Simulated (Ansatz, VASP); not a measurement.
# CaO in VASP and in Ansatz

```
Ca O
1.0
     0.00000    2.41537    2.41537
     2.41537    0.00000    2.41537
     2.41537    2.41537    0.00000
Ca O
1 1
Cartesian
  0.0000 0.0000 0.0000
  2.4154 2.4154 2.4154
```

Alike in both runs: functional PBE; k mesh 8 × 8 × 8; no spin polarisation.

Ansatz relaxed the structure, and its values are those at the end. VASP's run is a single point on that final structure, the one shown.

```csv
,VASP,Ansatz
version,VASP 6.6.1,Ansatz 0.2.0
potentials or method,"VASP PAW PBE potentials, release 64 (Ca_sv, O), cutoff 600 eV","scalar-relativistic, plane waves, PAW"
occupations,"gaussian, width 0.01 eV",fixed
valence electrons in the cell,16,16
```

```csv
,VASP,Ansatz,Ansatz less VASP
gap on the k mesh at the Fermi level (eV),3.64,3.66,+0.018
least direct gap on the mesh (eV),4.02,4.03,+0.017
pressure (GPa),0.4,0.0,-0.43
```
